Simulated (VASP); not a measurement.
A run of VASP 6.6.1:

INCAR

```
PREC = Accurate
ENCUT = 520
EDIFF = 1E-6
ISMEAR = -1
SIGMA = 0.05
LREAL = F
LASPH = T
NELM = 150
ALGO = Normal
ISIF = 2
LWAVE = F
LCHARG = F
ISPIN = 2
MAGMOM = 1.5
LORBIT = 11
LMAXMIX = 4
GGA = B5
ALDAX = 1.0
AGGAX = 1.0
AGGAC = 1.0
ALDAC = 0.0
NBANDS = 16
```

Contents of KPOINTS:

```
regular mesh
0
Gamma
  22 22 22
```

File POSCAR:

```
Cr
1.0
    2.3659666632      0.0000000000      0.0000000000
    0.0000000000      2.3659666632      0.0000000000
    0.0000000000      0.0000000000      2.3659666632
Cr
1
Direct
    0.0000000000      0.0000000000      0.0000000000
```

Potentials or basis: VASP PAW PBE potentials, release 64 (Cr_pv).

Launch:

```console
$ cat potpaw_PBE.64/Cr_pv/POTCAR > POTCAR
$ mpirun -np 1 vasp_std > vasp.out
```

Hardware: 1 thread of Intel(R) Xeon(R) 6975P-C (Granite Rapids), on a shared host.

**Question.** Estimate the wall time of this run.

**Answer.** Run time: 46 s on 1 thread of Intel(R) Xeon(R) 6975P-C (Granite Rapids) (shared host), peak memory 0.21 GiB. Counts: scf iterations 13, k points 364.
